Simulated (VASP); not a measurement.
Set up this calculation in VASP 6.6.1, as the native input.

```
Task                   : relaxation of cell and atoms
Functional             : LDA
Potentials or basis    : VASP PAW LDA potentials, release 64 (Sn_d, Se)
Cutoff                 : 600 eV
k mesh                 : 12 × 12 × 6
Occupations            : gaussian, width 0.01 eV
Spin                   : no spin polarisation
Target pressure        : 7 GPa
Dipole correction      : no
Further INCAR settings : ALGO = Normal; EDIFF = 1e-07; IBRION = 2; EDIFFG = -0.001; NSW = 80; ISIF = 3
```

The structure of SnSe2 lies in POSCAR:

```
SnSe2
1.0
    3.8000285960      0.0000000000      0.0000000000
   -1.9000142980      3.2909212992      0.0000000000
    0.0000000000      0.0000000000      5.8937298275
Sn Se
1 2
Direct
    0.0000000000      0.0000000000      0.0000000000
    0.3333333333      0.6666666667      0.2675879789
    0.6666666667      0.3333333333      0.7324120211
```

One way to write it, as run:

INCAR

```
ALGO = Normal ; EDIFF = 1E-7
EDIFFG = -0.001 ; ENCUT = 600
GGA = CA ; IBRION = 2
ISIF = 3 ; ISMEAR = 0
LASPH = True ; LCHARG = False
LREAL = False ; LWAVE = False
NELM = 80 ; NSW = 80
PREC = Accurate ; PSTRESS = 70.0
SIGMA = 0.01
```

KPOINTS

```
k-points
0
Gamma
  12 12 6
```

Potentials or basis: VASP PAW LDA potentials, release 64 (Sn_d, Se).

Command:

```console
$ cat potpaw_LDA.64/Sn_d/POTCAR potpaw_LDA.64/Se/POTCAR > POTCAR
$ mpirun -np 1 vasp_std > vasp.out
```

Results of the run:

The relaxed volume is 21.66 Å³/atom and the relaxed cell is a = 3.741 Å, b = 3.741 Å, c = 5.361 Å, α = 90.00°, β = 90.00°, γ = 120.00°. The space group after relaxing (to 0.1 Å) is P-3m1 (No. 164). The energy change on relaxing (the run minimises the enthalpy) is +51.7 meV/atom. The ionic steps are 21, the pressure after relaxing is 7.0 GPa and the band gap on the k mesh is zero (bands 13 and 14 overlap by 0.75 eV).

Caveat: the cell is relaxed towards a set pressure, so the run minimises the enthalpy, not the energy; semilocal functionals underestimate gaps, so a narrow gap can read as zero; spin-orbit coupling is left out, which moves the levels of the heavy elements.

It took 11 min on 1 thread of Intel(R) Xeon(R) 6975P-C (Granite Rapids), on a shared host, peak memory 0.29 GiB.
